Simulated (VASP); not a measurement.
Input of a VASP 6.6.1 run:

INCAR

```
PREC = Accurate
ENCUT = 520
EDIFF = 1E-6
ISMEAR = -1
SIGMA = 0.05
LREAL = F
LASPH = T
NELM = 80
ALGO = Fast
ISIF = 2
LWAVE = F
LCHARG = F
NBANDS = 13
```

Contents of KPOINTS:

```
regular mesh
0
Gamma
  9 9 9
```

File POSCAR:

```
Pb
1.0
    0.0000000000      2.4584086270      2.4584086270
    2.4584086270      0.0000000000      2.4584086270
    2.4584086270      2.4584086270      0.0000000000
Pb
1
Direct
    0.0000000000      0.0000000000      0.0000000000
```

Potentials or basis: VASP PAW LDA potentials, release 64 (Pb_d).

Run with:

```sh
$ cat potpaw_LDA.64/Pb_d/POTCAR > POTCAR
$ mpirun -np 1 vasp_std > vasp.out
```

Question: Estimate the band gap on the k mesh.

Answer: Zero (band 7 reaches 14.74 eV, above the bottom of band 8 at 5.65 eV).

Question: What does it give for the pressure?

Answer: -1.1 GPa.

Caveat: spin-orbit coupling is left out, which moves the levels of the heavy elements.
